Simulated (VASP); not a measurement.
# TiB2 (P6/mmm) in VASP: relaxation of cell and atoms with PBEsol

Aim: the relaxation of cell and atoms of TiB2 with PBEsol.

All numbers are computed with VASP 6.6.1; they aren't measurements. Logs are shortened: lines on timing, memory, paths and dates and some standing lists are left out, and cuts for length are marked.

## (1) The cell of the first run

The structure is hexagonal, space group P6/mmm (No. 191). The conventional cell has a = 3.029 Å, b = 3.029 Å, c = 3.228 Å, α = 90.00°, β = 90.00°, γ = 120.00°. Within 3.1 Å of Ti (site symmetry 6/mmm) lie 12 B at 2.38 Å and 6 Ti at 3.03 Å. B (site symmetry -6m2) has 3 B at 1.75 Å within 2.3 Å.

## (2) Relaxation of cell and atoms, PBEsol

The input, INCAR:

```
SYSTEM = TiB2
PREC = Accurate
ENCUT = 600
EDIFF = 1E-6
ISMEAR = -1
SIGMA = 0.05
LREAL = .FALSE.
LASPH = .TRUE.
NELM = 100
ALGO = Normal
ISIF = 3
LWAVE = .FALSE.
LCHARG = .FALSE.
GGA = PS
IBRION = 2
NSW = 100
EDIFFG = -0.002
```

The input, KPOINTS:

```
Automatic mesh
0
G
  16 16 14
  0 0 0
```

The input, POSCAR:

```
TiB2
1.0
    3.0292000000      0.0000000000      0.0000000000
   -1.5146000000      2.6233641531      0.0000000000
    0.0000000000      0.0000000000      3.2284000000
Ti B
1 2
Direct
    0.0000000000      0.0000000000      0.0000000000
    0.3333333333      0.6666666667      0.5000000000
    0.6666666667      0.3333333333      0.5000000000
```

Potentials or basis: VASP PAW PBE potentials, release 64 (Ti_sv, B).

Started as:

```bash
$ cat potpaw_PBE.64/Ti_sv/POTCAR potpaw_PBE.64/B/POTCAR > POTCAR
$ mpirun -np 1 vasp_std > vasp.out
```

OUTCAR:

```text
SYSTEM = TiB2
   PREC = Accurate
   ENCUT = 600
   EDIFF = 1E-6
   ISMEAR = -1
   LREAL = .FALSE.
   LASPH = .TRUE.
   NELM = 100
   ISIF = 3
   GGA = PS
   IBRION = 2
   NSW = 100
   EDIFFG = -0.002

 ion  position               nearest neighbor table
   1  0.000  0.000  0.000-   2 2.38   3 2.38   2 2.38   3 2.38   2 2.38   2 2.38   3 2.38   3 2.38
                             3 2.38   3 2.38   2 2.38   2 2.38
   2  0.333  0.667  0.500-   3 1.75   3 1.75   3 1.75   1 2.38   1 2.38   1 2.38   1 2.38   1 2.38
                             1 2.38
   3  0.667  0.333  0.500-   2 1.75   2 1.75   2 1.75   1 2.38   1 2.38   1 2.38   1 2.38   1 2.38
                             1 2.38

  LATTYP: Found a hexagonal cell.
 ALAT       =     3.0292000000
 C/A-ratio  =     1.0657599366

  Lattice vectors:

 A1 = (   3.0292000000,   0.0000000000,   0.0000000000)
 A2 = (  -1.5146000000,   2.6233641531,   0.0000000000)
 A3 = (   0.0000000000,   0.0000000000,   3.2284000000)

Analysis of symmetry for initial positions (statically):
=====================================================================
 Subroutine PRICEL returns:
 Original cell was already a primitive cell.

 Routine SETGRP: Setting up the symmetry group for a
 hexagonal supercell.

 Subroutine GETGRP returns: Found 24 space group operations
 (whereof 24 operations were pure point group operations)
 out of a pool of 24 trial point group operations.

The static configuration has the point symmetry D_6h.

Analysis of symmetry for dynamics (positions and initial velocities):
=====================================================================
 Subroutine PRICEL returns:
 Original cell was already a primitive cell.

 Routine SETGRP: Setting up the symmetry group for a
 hexagonal supercell.

 Subroutine GETGRP returns: Found 24 space group operations
 (whereof 24 operations were pure point group operations)
 out of a pool of 24 trial point group operations.

The dynamic configuration has the point symmetry D_6h.

 Subroutine INISYM returns: Found 24 space group operations
 (whereof 24 operations are pure point group operations),
 and found     1 'primitive' translations

----------------------------------------------------------------------------------------

                                     Primitive cell

  volume of cell :      25.6551

  direct lattice vectors                    reciprocal lattice vectors
     3.029200000  0.000000000  0.000000000     0.330120164  0.190594965  0.000000000
    -1.514600000  2.623364153  0.000000000     0.000000000  0.381189931  0.000000000
     0.000000000  0.000000000  3.228400000     0.000000000  0.000000000  0.309750960

  length of vectors
     3.029200000  3.029200000  3.228400000     0.381189931  0.381189931  0.309750960

  position of ions in fractional coordinates (direct lattice)
     0.000000000  0.000000000  0.000000000
     0.333333333  0.666666667  0.500000000
     0.666666667  0.333333333  0.500000000

  ion indices of the primitive-cell ions
   primitive index   ion index
                 1           1
                 2           2
                 3           3

----------------------------------------------------------------------------------------

 KPOINTS: Automatic mesh

Automatic generation of k-mesh.
 Grid dimensions read from file:
 generate k-points for:   16   16   14

 Generating k-lattice:

  Cartesian coordinates                     Fractional coordinates (reciprocal lattice)
     0.020632510  0.011912185  0.000000000     0.062500000  0.000000000  0.000000000
     0.000000000  0.023824371  0.000000000     0.000000000  0.062500000  0.000000000
     0.000000000  0.000000000  0.022125069     0.000000000  0.000000000  0.071428571

  Length of vectors
     0.023824371  0.023824371  0.022125069

  Shift w.r.t. Gamma in fractional coordinates (k-lattice)
     0.000000000  0.000000000  0.000000000

 Subroutine IBZKPT returns following result:
 ===========================================

 Found    240 irreducible k-points:

 Following reciprocal coordinates:
            Coordinates               Weight
  0.000000  0.000000  0.000000      1.000000
  0.062500 -0.000000  0.000000      6.000000
  0.125000 -0.000000  0.000000      6.000000
  0.187500 -0.000000  0.000000      6.000000
  0.250000 -0.000000  0.000000      6.000000
  0.312500  0.000000  0.000000      6.000000
[... 16 lines left out ...]
  0.187500  0.187500  0.000000      6.000000
  0.250000  0.187500  0.000000     12.000000
 [... further k-points ...]
   k-points           NKPTS =    240   k-points in BZ     NKDIM =    240   number of bands    NBANDS=     13
   number of dos      NEDOS =    301   number of ions     NIONS =      3
   total plane-waves  NPLWV =  16128
   dimension x,y,z NGX =    24 NGY =   24 NGZ =   28
   dimension x,y,z NGXF=    48 NGYF=   48 NGZF=   56
   ions per type =               1   2
   NGX,Y,Z   is equivalent  to a cutoff of  13.17, 13.17, 14.42 a.u.
   NGXF,Y,Z  is equivalent  to a cutoff of  26.34, 26.34, 28.84 a.u.
 SYSTEM =  TiB2
   PREC   = accura    normal or accurate (medium, high low for compatibility)
   ISTART =      0    job   : 0-new  1-cont  2-samecut
   ICHARG =      2    charge: 1-file 2-atom 10-const
   ISPIN  =      1    spin polarized calculation?
   LNONCOLLINEAR =      F non collinear calculations
   LSORBIT =      F    spin-orbit coupling
   LASPH  =      T    aspherical Exc in radial PAW
   ENCUT  =  600.0 eV  44.10 Ry    6.64 a.u.   6.05  6.05  6.45*2*pi/ulx,y,z
   NELM   =    100;   NELMIN=  2; NELMDL= -5     # of ELM steps
   EDIFF  = 0.1E-05   stopping-criterion for ELM
   LREAL  =      F    real-space projection
   EDIFFG = -.2E-02   stopping-criterion for IOM
   NSW    =    100    number of steps for IOM
   IBRION =      2    ionic relax: 0-MD 1-quasi-New 2-CG
   NFREE  =      1    steps in history (QN), initial steepest desc. (CG)
   ISIF   =      3    stress and relaxation
   ISYM   =      2    0-nonsym 1-usesym 2-fastsym
   POTIM  = 0.5000    time-step for ionic-motion
   TEBEG  =    0.0;   TEEND  =   0.0 temperature during run
   PSTRESS=    0.0 pullay stress
   NELECT =      18.0000    total number of electrons
   NUPDOWN=      -1.0000    fix difference up-down
   EMIN   =  10.00;   EMAX   =-10.00  energy-range for DOS
   EFERMI =   0.00;   METHOD = LEGACY
   ISMEAR =    -1;   SIGMA  =   0.05  broadening in eV -4-tet -1-fermi 0-gaus
   EFERMI_NEDOS =   21; number of points for ismear=-14 and -15
   IALGO  =     38    algorithm
   IMIX   =      4    mixing-type and parameters
     AMIX     =   0.40;   BMIX     =  1.00
     AMIX_MAG =   1.60;   BMIX_MAG =  1.00
  volume/ion in A,a.u.               =       8.55        57.71
  Fermi-wavevector in a.u.,A,eV,Ry     =   1.454703  2.748990 28.792122  2.116161
  Thomas-Fermi vector in A             =   2.571823
   LORBIT       =      0    0 simple, 1 ext, 2 COOP (PROOUT), +10 PAW based schemes
   GGA     = PS    functional components
   LHFCALC =     F    Hartree Fock is set to
   AEXX    =    0.0000 exact exchange contribution
   IVDW    =     0    specifies the selected vdW correction
   LEPSILON=     F    determine dielectric tensor
   LRPA    =     F    only Hartree local field effects (RPA)
 conjugate gradient relaxation of ions
 non-spin polarized calculation
  energy-cutoff  :      600.00
  volume of cell :       25.66
 maximum number of plane-waves:       875
   NGX = 13   NGY = 13   NGZ = 13

--------------------------------------- Ionic step        1  -------------------------------------------

 number of electron      18.0000002 magnetization

 Free energy of the ion-electron system (eV)
  ---------------------------------------------------
  ext. energy  EPLUGINS =         0.00000000
  ---------------------------------------------------
  free energy    TOTEN  =       -25.78776778 eV

  energy without entropy =      -25.78552687  energy(sigma->0) =      -25.78664733

 E-fermi :   9.9272     XC(G=0): -12.8720

 val. band max:        9.9200719330   @ k =   0.0625   0.0625   0.3571
 cond. band min:       9.9355238722   @ k =   0.0625   0.0625   0.2857
 fundamental gap:      0.0154519392
 Fermi energy:         9.9271922121

 k-point     1 :       0.0000    0.0000    0.0000
  band No.  band energies     occupation
      1     -46.7946      2.00000
      2     -23.2570      2.00000
      3     -22.9324      2.00000
      4     -22.9324      2.00000
      5      -3.5631      2.00000
      6       7.3133      2.00000
      7       7.3133      2.00000
      8       7.6005      2.00000
      9       7.7570      2.00000
     10      11.7988      0.00000
     11      11.7988      0.00000
     12      13.5880      0.00000
     13      13.5880      0.00000

 k-point     2 :       0.0625   -0.0000    0.0000
  band No.  band energies     occupation
      1     -46.7925      2.00000
      2     -23.2543      2.00000
      3     -22.9486      2.00000
      4     -22.9361      2.00000
      5      -3.4876      2.00000
      6       7.0943      2.00000
      7       7.3007      2.00000
      8       7.5372      2.00000
      9       7.7960      2.00000
     10      11.7760      0.00000
     11      11.9321      0.00000
[... 487 lines left out ...]
 POSITION                                       TOTAL-FORCE (eV/Angst)
 -----------------------------------------------------------------------------------
     -0.00000      0.00000      3.18548        -0.000000      0.000000     -0.000000
     -0.00000      1.74295      1.59274        -0.000000     -0.000000     -0.000000
      1.50944      0.87148      1.59274         0.000000      0.000000      0.000000
 -----------------------------------------------------------------------------------
    total drift:                               -0.000000      0.000000      0.000000

  FREE ENERGIE OF THE ION-ELECTRON SYSTEM (eV)
  ---------------------------------------------------
  free  energy   TOTEN  =       -25.7971719497 eV

  energy  without entropy=      -25.7949829376  energy(sigma->0) =      -25.79607744

--------------------------------------- Ionic step        5  -------------------------------------------

 number of electron      18.0000004 magnetization

 Free energy of the ion-electron system (eV)
  ---------------------------------------------------
  ext. energy  EPLUGINS =         0.00000000
  ---------------------------------------------------
  free energy    TOTEN  =       -25.79717422 eV

  energy without entropy =      -25.79498739  energy(sigma->0) =      -25.79608080

 E-fermi :  10.1415     XC(G=0): -12.9718

 val. band max:       10.1183065931   @ k =   0.0625   0.0625   0.3571
 cond. band min:      10.1594133081   @ k =   0.0000   0.0000   0.3571
 fundamental gap:      0.0411067151
 Fermi energy:        10.1415112030

 k-point     1 :       0.0000    0.0000    0.0000
  band No.  band energies     occupation
      1     -46.5069      2.00000
      2     -22.9664      2.00000
      3     -22.6451      2.00000
      4     -22.6451      2.00000
      5      -3.4367      2.00000
      6       7.4289      2.00000
      7       7.4289      2.00000
      8       7.9305      2.00000
      9       7.9568      2.00000
     10      12.0892      0.00000
     11      12.0892      0.00000
     12      13.9692      0.00000
     13      13.9692      0.00000

 k-point     2 :       0.0625   -0.0000    0.0000
  band No.  band energies     occupation
      1     -46.5047      2.00000
      2     -22.9636      2.00000
      3     -22.6621      2.00000
      4     -22.6489      2.00000
      5      -3.3604      2.00000
      6       7.2113      2.00000
      7       7.4185      2.00000
      8       7.8606      2.00000
      9       7.9942      2.00000
     10      12.0661      0.00000
     11      12.2300      0.00000
[... 376 lines left out ...]
 POSITION                                       TOTAL-FORCE (eV/Angst)
 -----------------------------------------------------------------------------------
     -0.00000      0.00000      0.00000         0.000000     -0.000000     -0.000000
     -0.00000      1.74277      1.59304        -0.000000      0.000000      0.000000
      1.50928      0.87138      1.59304         0.000000     -0.000000      0.000000
 -----------------------------------------------------------------------------------
    total drift:                               -0.000000      0.000000     -0.000000

  FREE ENERGIE OF THE ION-ELECTRON SYSTEM (eV)
  ---------------------------------------------------
  free  energy   TOTEN  =       -25.7971742192 eV

  energy  without entropy=      -25.7949873883  energy(sigma->0) =      -25.79608080

 reached required accuracy - stopping structural energy minimisation
```

Run time: 1.9 min. Hardware: 1 thread of Intel Xeon 6975P-C (Granite Rapids), shared host; peak memory 0.23 GiB.

Results:

| Quantity | Value |
| --- | --- |
| Free energy | -25.7972 eV |
| Relaxed volume | 8.38 Å³/atom |
| Relaxed cell | a = 3.019 Å, b = 3.019 Å, c = 3.186 Å, α = 90.00°, β = 90.00°, γ = 120.00° |
| Space group after relaxing (to 0.05 Å) | P6/mmm (No. 191) |
| Energy gained by relaxing | 3.1 meV/atom |
| Ionic steps | 5 |
| Pressure after relaxing | 0.0 GPa |
| Band gap on the k mesh | zero (band 9 reaches 10.50 eV, above the bottom of band 10 at 9.87 eV) |

The path:
```
step  energy change (eV)  largest force (eV/Å)  pressure (GPa)  volume (Å³)
   1              0.0000                0.0000           -4.83        25.66
   2             -0.0027                0.0000            4.88        24.71
   3             -0.0087                0.0000            0.33        25.13
   4             -0.0094                0.0000            0.01        25.14
   5             -0.0094                0.0000            0.01        25.14
```

Final structure:
```cif
data_structure
_symmetry_space_group_name_H-M 'P 1'
_symmetry_Int_Tables_number 1
_cell_length_a 3.0186
_cell_length_b 3.0186
_cell_length_c 3.1861
_cell_angle_alpha 90.000
_cell_angle_beta 90.000
_cell_angle_gamma 120.000
_cell_volume 25.14
loop_
_atom_site_label
_atom_site_type_symbol
_atom_site_fract_x
_atom_site_fract_y
_atom_site_fract_z
_atom_site_occupancy
Ti1 Ti 0.00000 0.00000 0.00000 1
B1 B 0.33333 0.66667 0.50000 1
B2 B 0.66667 0.33333 0.50000 1
```

Levels at points of the mesh, in eV from the Fermi level:
| k point | band 6 | band 7 | band 8 | band 9 | band 10 | band 11 | band 12 | band 13 |
| --- | --- | --- | --- | --- | --- | --- | --- | --- |
| (0.00, 0.00, 0.00) | -2.71 | -2.71 | -2.21 | -2.18 | 1.95 | 1.95 | 3.83 | 3.83 |
| (0.50, 0.00, 0.00) | -9.24 | -3.31 | -3.23 | -2.36 | 1.38 | 2.80 | 3.30 | 3.49 |
| (0.00, 0.00, 0.50) | -7.70 | -0.57 | -0.57 | -0.27 | -0.27 | 0.43 | 0.43 | 1.79 |
| (0.50, 0.00, 0.50) | -7.54 | -4.76 | -3.92 | -3.16 | 2.61 | 3.00 | 4.70 | 4.77 |

Caveat: the PAW data sets were made with another functional, which shifts forces and pressure a little.
